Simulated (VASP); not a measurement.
# TaN (P1) in VASP: electric field gradients with PBE

Aim: the electric field gradients of TaN with PBE.

All numbers are computed with VASP 6.6.1; they aren't measurements. Logs are shortened: lines on timing, memory, paths and dates and some standing lists are left out, and cuts for length are marked.

**1. The cell of the first run**

The typed cell holds 6 atoms: a = 5.197 Å, b = 5.264 Å, c = 2.912 Å, α = 90.62°, β = 91.71°, γ = 121.27°.

**2. Electric field gradients, PBE (equal xy, yz and zx shear strains of -3 %)**

The input, INCAR:

```
ALGO = Normal
EDIFF = 1E-8
ENCUT = 520
GGA = PE
ISIF = 2
ISMEAR = -1
LASPH = True
LCHARG = False
LEFG = True
LREAL = False
LWAVE = False
NBANDS = 33
NELM = 100
PREC = Accurate
SIGMA = 0.01
```

The input, KPOINTS:

```
k-points
0
Gamma
  6 6 9
```

The input, POSCAR:

```
TaN
1.0
    5.1960008669     -0.0779400130     -0.0779400130
   -2.6654984646      4.5388387553     -0.0285280247
   -0.0436650000     -0.0436650000      2.9110000000
Ta N
3 3
Direct
    0.3333333333      0.6666666667      0.5000000000
    0.6666666667      0.3333333333      0.5000000000
    0.0000000000      0.0000000000      0.0000000000
    0.3928500000      0.0000000000      0.0000000000
    0.6071500000      0.6071500000      0.0000000000
    0.0000000000      0.3928500000      0.0000000000
```

Potentials or basis: VASP PAW PBE potentials, release 64 (Ta_pv, N).

Command:

```console
> cat potpaw_PBE.64/Ta_pv/POTCAR potpaw_PBE.64/N/POTCAR > POTCAR
> mpirun -np 1 vasp_std > vasp.out
```

OUTCAR:

```text
EDIFF = 1E-8
   ENCUT = 520
   GGA = PE
   ISIF = 2
   ISMEAR = -1
   LASPH = True
   LREAL = False
   NELM = 100
   PREC = Accurate

 ion  position               nearest neighbor table
   1  0.333  0.667  0.500-   6 2.10   5 2.14   4 2.16   6 2.19   4 2.19   5 2.20   2 2.96   2 3.00
                             2 3.04   3 3.25   3 3.30   3 3.35   3 3.36   3 3.37   3 3.38
   2  0.667  0.333  0.500-   4 2.11   6 2.12   5 2.18   5 2.18   4 2.19   6 2.19   1 2.96   1 3.00
                             1 3.04   3 3.25   3 3.30   3 3.35   3 3.36   3 3.37   3 3.38
   3  0.000  0.000  0.000-   5 2.02   4 2.04   6 2.07   2 3.25   1 3.25   2 3.30   1 3.30   1 3.35
                             2 3.35   2 3.36   1 3.36   2 3.37   1 3.37   1 3.38   2 3.38
   4  0.393  0.000  0.000-   3 2.04   2 2.11   1 2.16   2 2.19   1 2.19
   5  0.607  0.607  0.000-   3 2.02   1 2.14   2 2.18   2 2.18   1 2.20
   6  0.000  0.393  0.000-   3 2.07   1 2.10   2 2.12   1 2.19   2 2.19

  LATTYP: Found a triclinic cell.
 ALAT       =     5.1297558850
 B/A-ratio  =     1.0131417463
 C/A-ratio  =     0.5676010646
 COS(alpha) =     0.0297616073
 COS(beta)  =     0.0411893908
 COS(gamma) =     0.4804578458

  Lattice vectors:

 A1 = (   2.5305024023,   4.4608987423,  -0.1064680377)
 A2 = (   5.1960008669,  -0.0779400130,  -0.0779400130)
 A3 = (   0.0436650000,   0.0436650000,  -2.9110000000)

Analysis of symmetry for initial positions (statically):
=====================================================================
 Subroutine PRICEL returns:
 Original cell was already a primitive cell.

 Routine SETGRP: Setting up the symmetry group for a
 triclinic supercell.

 Subroutine GETGRP returns: Found  1 space group operations
 (whereof  1 operations were pure point group operations)
 out of a pool of  2 trial point group operations.

The static configuration has the point symmetry C_1 .

Analysis of symmetry for dynamics (positions and initial velocities):
=====================================================================
 Subroutine PRICEL returns:
 Original cell was already a primitive cell.

 Routine SETGRP: Setting up the symmetry group for a
 triclinic supercell.

 Subroutine GETGRP returns: Found  1 space group operations
 (whereof  1 operations were pure point group operations)
 out of a pool of  2 trial point group operations.

[... 160 lines left out ...]
 fundamental gap:      0.0099077640
 Fermi energy:         8.3068713804

 k-point     1 :       0.0000    0.0000    0.0000
  band No.  band energies     occupation
      1     -27.9007      2.00000
      2     -27.8865      2.00000
      3     -27.5481      2.00000
      4     -27.5347      2.00000
      5     -27.3684      2.00000
      6     -27.2623      2.00000
[... 853 lines left out ...]
     32      12.0931      0.00000
     33      12.2541      0.00000

 [... further k-points ...]
[... 5 lines left out ...]
  --------------------------------------------------------------------------------------
  -------------------------------------------------------------------------------------
  Total        2.9102940      2.9008366      2.5372263      2.6136047      2.6955805      2.6834605
  in kB       68.5539310     68.3311548     59.7660713     61.5652142     63.4962090     63.2107143
  external PRESSURE =      65.5503857 kB  Pullay stress =       0.0000000 kB

 VOLUME and BASIS-vectors are now :
 -----------------------------------------------------------------------------
  energy-cutoff  :      520.00
  volume of cell :       68.02
      direct lattice vectors                 reciprocal lattice vectors
     5.196000867 -0.077940013 -0.077940013     0.194236537  0.114097275  0.004625007
    -2.665498465  4.538838755 -0.028528025     0.003385740  0.222330276  0.003385740
    -0.043665000 -0.043665000  2.911000000     0.005233730  0.005233730  0.343681574

 POSITION                                       TOTAL-FORCE (eV/Angst)
 -----------------------------------------------------------------------------------
     -0.06683      2.97808      1.41050         0.207750      0.203686      0.077861
      2.55367      1.43915      1.39403        -0.199410      0.186996      0.023134
      0.00000      0.00000      0.00000         0.024236      0.426067     -0.001513
      2.04125     -0.03062     -0.03062         0.019477     -0.225427     -0.159868
      1.53639      2.70843     -0.06464        -0.066021     -0.337464      0.139912
     -1.04714      1.78308     -0.01121         0.013969     -0.253858     -0.079526
 -----------------------------------------------------------------------------------
    total drift:                                0.000063     -0.000025      0.000018

  FREE ENERGIE OF THE ION-ELECTRON SYSTEM (eV)
  ---------------------------------------------------
  free  energy   TOTEN  =       -67.3451019344 eV

  energy  without entropy=      -67.3448271078  energy(sigma->0) =      -67.34496452

 Electric field gradients (V/A^2)
---------------------------------------------------------------------
 ion       V_xx      V_yy      V_zz      V_xy      V_xz      V_yz
---------------------------------------------------------------------
   1      97.645   100.608  -198.253   -30.881   -68.592   -71.621
   2      99.658    98.599  -198.257   -30.794   -71.537   -68.602
   3     -88.899   -89.393   178.293   -19.605   -17.499   -17.854
   4     -14.337     4.515     9.822    -2.383    -0.988    -5.004
   5      -0.130    -9.920    10.049   -10.886    -2.259    -0.271
   6      -0.272    -9.383     9.654     5.544    -5.718    -3.756
---------------------------------------------------------------------

 Electric field gradients after diagonalization (V/A^2)
 (convention: |V_zz| > |V_xx| > |V_yy|)
----------------------------------------------------------------------
 ion       V_xx      V_yy      V_zz     asymmetry (V_yy - V_xx)/ V_zz
----------------------------------------------------------------------
   1     130.164   100.935  -231.099       0.126
   2     129.978   101.087  -231.064       0.125
   3    -110.914   -69.540   180.454       0.229
   4      12.838     1.905   -14.743       0.742
   5      10.894     6.146   -17.040       0.279
   6     -12.052    -1.672    13.724       0.756
----------------------------------------------------------------------

           NMR quadrupolar parameters

 Cq : quadrupolar parameter    Cq=e*Q*V_zz/h
 eta: asymmetry parameters     (V_yy - V_xx)/ V_zz
 Q  : nuclear electric quadrupole moment in mb (millibarn)
----------------------------------------------------------------------
 ion       Cq(MHz)       eta       Q (mb)
----------------------------------------------------------------------
   1      -0.559       0.126       1.000
   2      -0.559       0.125       1.000
   3       0.436       0.229       1.000
   4      -0.036       0.742       1.000
   5      -0.041       0.279       1.000
   6       0.033       0.756       1.000
----------------------------------------------------------------------
```

OSZICAR:

```text
N       E                     dE             d eps       ncg     rms          rms(c)
DAV:   1     0.447373014875E+03    0.44737E+03   -0.26058E+04 10840   0.153E+03
DAV:   2    -0.479789249409E+02   -0.49535E+03   -0.47164E+03 12456   0.449E+02
DAV:   3    -0.766777451598E+02   -0.28699E+02   -0.28231E+02 13072   0.105E+02
DAV:   4    -0.772489014979E+02   -0.57116E+00   -0.56757E+00 13594   0.146E+01
DAV:   5    -0.772623865293E+02   -0.13485E-01   -0.13469E-01 13871   0.176E+00    0.437E+01
DAV:   6    -0.675738242957E+02    0.96886E+01   -0.48582E+01 13849   0.376E+01    0.182E+01
DAV:   7    -0.674140655702E+02    0.15976E+00   -0.23516E+00 13492   0.837E+00    0.108E+01
DAV:   8    -0.673649813429E+02    0.49084E-01   -0.40332E-01 13477   0.380E+00    0.112E+00
DAV:   9    -0.673458350670E+02    0.19146E-01   -0.51226E-02 13726   0.161E+00    0.398E-01
DAV:  10    -0.673452739778E+02    0.56109E-03   -0.13522E-02 13228   0.580E-01    0.205E-01
DAV:  11    -0.673451588738E+02    0.11510E-03   -0.26392E-03 13653   0.316E-01    0.523E-02
DAV:  12    -0.673451021666E+02    0.56707E-04   -0.27370E-04 13204   0.979E-02    0.178E-02
DAV:  13    -0.673451021858E+02   -0.19182E-07   -0.21123E-05 14021   0.264E-02    0.520E-03
DAV:  14    -0.673451020993E+02    0.86504E-07   -0.69109E-07 13530   0.580E-03    0.134E-03
DAV:  15    -0.673451019668E+02    0.13250E-06   -0.54262E-08 11950   0.162E-03    0.772E-04
DAV:  16    -0.673451019481E+02    0.18663E-07   -0.80713E-09  8114   0.698E-04    0.328E-04
DAV:  17    -0.673451019336E+02    0.14556E-07   -0.31797E-09  7152   0.432E-04    0.121E-04
DAV:  18    -0.673451019344E+02   -0.86857E-09   -0.68092E-10  6939   0.185E-04
   1 F= -.67345102E+02 E0= -.67344965E+02  d E =-.274827E-03
```

It took 8.8 min on 1 thread of Intel Xeon 8259CL, shared host; peak memory 0.4 GiB.

Results:

- Free energy: -67.3451 eV
- Pressure: 6.6 GPa
- Largest force: 0.427 eV/Å
- Band gap on the k mesh: zero (bands 24 and 25 overlap by 2.95 eV)
- Largest electric field gradient by atom: Ta -231.1, +180.5 (each value once); N -14.7, -17.0, +13.7 V/Å²

Forces in eV/Å, atoms in the order of the input:
```
Ta   0.208  0.204  0.078
Ta  -0.199  0.187  0.023
Ta   0.024  0.426 -0.002
N    0.019 -0.225 -0.160
N   -0.066 -0.337  0.140
N    0.014 -0.254 -0.080
```

Stress tensor (GPa, compression positive):
```
6.86 6.16 6.32
6.16 6.83 6.35
6.32 6.35 5.98
```

Levels at points of the mesh, in eV from the Fermi level:
| k point | band 22 | band 23 | band 24 | band 25 | band 26 | band 27 |
| --- | --- | --- | --- | --- | --- | --- |
| (0.00, 0.00, 0.00) | -3.31 | -1.87 | -0.88 | -0.87 | 0.61 | 0.63 |
| (0.50, 0.00, 0.00) | -3.74 | -2.67 | -2.62 | 1.21 | 1.83 | 1.88 |
| (0.00, 0.50, 0.00) | -3.79 | -2.79 | -2.56 | 1.19 | 1.76 | 1.96 |
| (0.50, 0.50, 0.00) | -3.69 | -2.94 | -2.48 | 1.16 | 1.72 | 2.04 |

Electric field gradients, principal values (V/Å²):
```
atom    least    middle  greatest (by size)
1 Ta  100.935   130.164            -231.099
2 Ta  101.087   129.978            -231.064
3 Ta  -69.540  -110.914             180.454
 4 N    1.905    12.838             -14.743
 5 N    6.146    10.894             -17.040
 6 N   -1.672   -12.052              13.724
```

Caveat: the cell differs from its parent crystal (equal xy, yz and zx shear strains of -3 %); the cell stands under pressure; without QUAD_EFG the Cq values of the log hold for a quadrupole moment of 1 mb, not for the nuclei; spin-orbit coupling is left out, which moves the levels of the heavy elements.
